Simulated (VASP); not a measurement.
Set up this calculation in VASP 6.6.1, as the native input.

```
Task                   : single point
Functional             : PBE
Dispersion             : D3(BJ)
Potentials or basis    : VASP PAW PBE potentials, release 64 (W_sv, Se)
Cutoff                 : 520 eV
k mesh                 : 3 × 3 × 2, shifted
Occupations            : gaussian, width 0.01 eV
Spin                   : no spin polarisation
Dipole correction      : no
Further INCAR settings : LREAL = Auto; ALGO = Normal; EDIFF = 1e-06; NBANDS = 122
```

The structure of WSe2 lies in POSCAR:

```
WSe2
1.0
    3.2790405346     -5.6794648059      0.0000000000
    3.2790405345      5.6794648059      0.0000000000
    0.0000000000      0.0000000000     12.7928277828
W Se
8 16
Direct
    0.6666666667      0.3333333333      0.2500161501
    0.1666666667      0.3333333333      0.2500161501
    0.6666666667      0.8333333333      0.2500161501
    0.1666666667      0.8333333333      0.2500161501
    0.3333333333      0.1666666667      0.7499838499
    0.8333333333      0.1666666667      0.7499838499
    0.3333333333      0.6666666667      0.7499838499
    0.8333333333      0.6666666667      0.7499838499
    0.3333333333      0.1666666667      0.3816760043
    0.8333333333      0.1666666667      0.3816760043
    0.3333333333      0.6666666667      0.3816760043
    0.8333333333      0.6666666667      0.3816760043
    0.6666666667      0.3333333333      0.8816432762
    0.1666666667      0.3333333333      0.8816432762
    0.6666666667      0.8333333333      0.8816432762
    0.1666666667      0.8333333333      0.8816432762
    0.3333333333      0.1666666667      0.1183567238
    0.8333333333      0.1666666667      0.1183567238
    0.3333333333      0.6666666667      0.1183567238
    0.8333333333      0.6666666667      0.1183567238
    0.6666666667      0.3333333333      0.6183239957
    0.1666666667      0.3333333333      0.6183239957
    0.6666666667      0.8333333333      0.6183239957
    0.1666666667      0.8333333333      0.6183239957
```

One way to write it, as run:

INCAR

```
SYSTEM = WSe2
PREC     = Accurate       ! precision mode
ENCUT    = 520            ! plane-wave cutoff, eV
EDIFF    = 1E-6           ! SCF threshold, eV
ISMEAR   = 0              ! smearing method
SIGMA    = 0.01           ! smearing width, eV
LREAL    = Auto         
LASPH    = .TRUE.         ! aspherical terms in the spheres
NELM     = 80             ! most SCF steps
ALGO     = Normal         ! electronic algorithm
ISIF     = 2              ! what is computed and relaxed
LWAVE    = .FALSE.        ! write WAVECAR
LCHARG   = .FALSE.        ! write CHGCAR
GGA      = PE             ! functional
IVDW     = 12             ! dispersion correction
NBANDS   = 122            ! bands
```

KPOINTS

```
Automatic mesh
0
Gamma
  3 3 2
  0 0 0.5
```

Potentials or basis: VASP PAW PBE potentials, release 64 (W_sv, Se).

Run with:

```sh
$ cat potpaw_PBE.64/W_sv/POTCAR potpaw_PBE.64/Se/POTCAR > POTCAR
$ mpirun -np 1 vasp_std > vasp.out
```

Results of the run:

```
Pressure                   : 0.3 GPa
Largest force              : 0.057 eV/Å
Band gap on the k mesh     : 1.07 eV
Dispersion energy per atom : -0.475 eV
```

Caveat: spin-orbit coupling is left out, which moves the levels of the heavy elements.

It took 15 min on 1 thread of AMD EPYC 7R13, on a shared host, peak memory 0.55 GiB.
